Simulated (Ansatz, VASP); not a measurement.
## One calculation of Al4O, two programs

```
Al O
1.0
     5.65191    0.00000    0.00000
    -2.82596    4.89470    0.00000
     0.00000    0.00000    3.41158
Al O
4 1
Direct
  0.50000 0.00000 0.50000
  0.00000 0.50000 0.50000
  0.50000 0.50000 0.50000
  0.00000 0.00000 0.50000
  0.00000 0.00000 0.00000
```

Alike in both runs: task relaxation of cell and atoms; functional PBE; k mesh 12 × 12 × 12; occupations gaussian, width 0.1 eV; no spin polarisation.

|  | VASP | Ansatz |
| --- | --- | --- |
| version | VASP 6.6.1 | Ansatz 0.2.0 |
| potentials or method | VASP PAW PBE potentials, release 64 (Al, O), cutoff 600 eV | scalar-relativistic, plane waves, PAW |
| valence electrons in the cell | 18 | 18 |

|  | VASP | Ansatz | Ansatz less VASP |
| --- | --- | --- | --- |
| gap on the k mesh at the Fermi level, each at its own relaxed structure (eV) | none | none | - |
| relaxed volume (Å³/atom) | 18.91 | 18.93 | +0.023 |
| relaxed cell length with the largest relative difference (Å) | 5.654 | 5.659 | +0.0058 |

A gap of «none» marks a metal or a gap that the smearing closes.
